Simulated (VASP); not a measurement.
A run of VASP 6.6.1:

File POSCAR:

```
HfFe3Si2
1.0
    2.7007240000      4.6777860000      0.0000000000
   -2.7007240000      4.6777860000      0.0000000000
    0.0000000000      0.0000000000      3.2049370000
Hf Fe Si
1 3 2
Direct
    0.0000000000      0.0000000000      0.0000000000
    0.5000000000      0.5000000000      0.5000000000
    0.5000000000      0.0000000000      0.5000000000
    0.0000000000      0.5000000000      0.5000000000
    0.3333000000      0.3334000000      0.0000000000
    0.6666000000      0.6667000000      0.0000000000
```

The input INCAR.step1:

```
PREC     = Accurate       # precision mode
ENCUT    = 520            # plane-wave cutoff, eV
EDIFF    = 1E-6           # SCF threshold, eV
ISMEAR   = -1             # smearing method
SIGMA    = 0.0234         # smearing width, eV
LREAL    = F              # projectors in reciprocal space
LASPH    = T              # aspherical terms in the spheres
NELM     = 100            # most SCF steps
ALGO     = Normal         # electronic algorithm
ISIF     = 2              # what is computed and relaxed
LWAVE    = F              # write WAVECAR
LCHARG   = T              # write CHGCAR
LMAXMIX  = 4              # l up to which the mixer works
GGA      = PE             # functional
NBANDS   = 30             # bands
```

The input KPOINTS.step1:

```
Automatic mesh
0
Gamma
  7 7 10
```

File INCAR.step2:

```
PREC     = Accurate       # precision mode
ENCUT    = 520            # plane-wave cutoff, eV
EDIFF    = 1E-6           # SCF threshold, eV
ISMEAR   = -5             # smearing method
SIGMA    = 0.0234         # smearing width, eV
LREAL    = F              # projectors in reciprocal space
LASPH    = T              # aspherical terms in the spheres
NELM     = 100            # most SCF steps
ALGO     = Normal         # electronic algorithm
ISIF     = 2              # what is computed and relaxed
LWAVE    = F              # write WAVECAR
LCHARG   = F              # write CHGCAR
LMAXMIX  = 4              # l up to which the mixer works
GGA      = PE             # functional
LORBIT   = 11             # projections on sites
NEDOS    = 2001           # points of the DOS
ICHARG   = 11             # starting density
```

Contents of KPOINTS.step2:

```
Automatic mesh
0
Gamma
  11 11 15
```

Potentials or basis: VASP PAW PBE potentials, release 64 (Hf_pv, Fe, Si).

Launch:

```sh
$ cat potpaw_PBE.64/Hf_pv/POTCAR potpaw_PBE.64/Fe/POTCAR potpaw_PBE.64/Si/POTCAR > POTCAR
$ cp INCAR.step1 INCAR
$ cp KPOINTS.step1 KPOINTS
$ mpirun -np 1 vasp_std > vasp.out
$ cp INCAR.step2 INCAR
$ cp KPOINTS.step2 KPOINTS
$ mpirun -np 1 vasp_std > vasp.out
```

Hardware: 1 thread of Intel(R) Xeon(R) Platinum 8488C (Sapphire Rapids) (shared host).

Task: Estimate the wall time of this run.

Result: Wall time 8.1 min on 1 thread of Intel(R) Xeon(R) Platinum 8488C (Sapphire Rapids), on a shared host, peak memory 0.64 GiB. Counts: k points 288.
